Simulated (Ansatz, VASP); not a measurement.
One calculation of Ba, two programs

```xyz
1
Lattice="-2.3789 2.3789 2.3789 2.3789 -2.3789 2.3789 2.3789 2.3789 -2.3789" Properties=species:S:1:pos:R:3 pbc="T T T"
Ba    0.0000    0.0000    0.0000
```

Alike in both runs: task single point; functional LDA; k mesh 9 × 9 × 9; occupations fermi-dirac, width 0.1 eV; no spin polarisation.

```csv
,VASP,Ansatz
version,VASP 6.6.1,Ansatz 0.2.0
potentials or method,"VASP PAW LDA potentials, release 64 (Ba_sv), cutoff 520 eV","plane waves (500 eV) with PAW, scalar-relativistic"
valence electrons in the cell,10,10
```

```csv
,VASP,Ansatz,Ansatz less VASP
pressure (GPa),0.1,0.0,-0.09
```

Ansatz warns that its potentials were made for another functional, while VASP's fit it. LDA's correlation is that of Perdew and Zunger in VASP and of Perdew and Wang (1992) in Ansatz.

Spin-orbit coupling is off throughout.
